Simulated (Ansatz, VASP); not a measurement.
## One calculation of PbS, two programs

```
Pb S
1.0
     0.00000    3.02430    2.96500
     3.02430    0.00000    2.96500
     3.02430    3.02430    0.00000
Pb S
1 1
Direct
  0.00000 0.00000 0.00000
  0.50000 0.50000 0.50000
```

Change from the starting cell: equal xx and yy strain of +2 %.

Alike in both runs: task single point; functional PBE; k mesh 8 × 8 × 8; occupations fermi-dirac, width 0.01 eV; no spin polarisation.

|  | VASP | Ansatz |
| --- | --- | --- |
| version | VASP 6.6.1 | Ansatz 0.2.0 |
| potentials or method | VASP PAW PBE potentials, release 64 (Pb_d, S), cutoff 520 eV | all-electron LAPW, scalar-relativistic |

```tsv
	VASP	Ansatz	Ansatz less VASP
gap on the k mesh at the Fermi level (eV)	0.49	0.48	-0.008
pressure (GPa)	0.0	0.1	+0.08
traceless stress, the component that is largest in VASP (GPa)	1.49	1.48	-0.002
```

Ansatz ran all-electron here, and VASP with PAW potentials.

Neither program's run includes spin-orbit coupling.
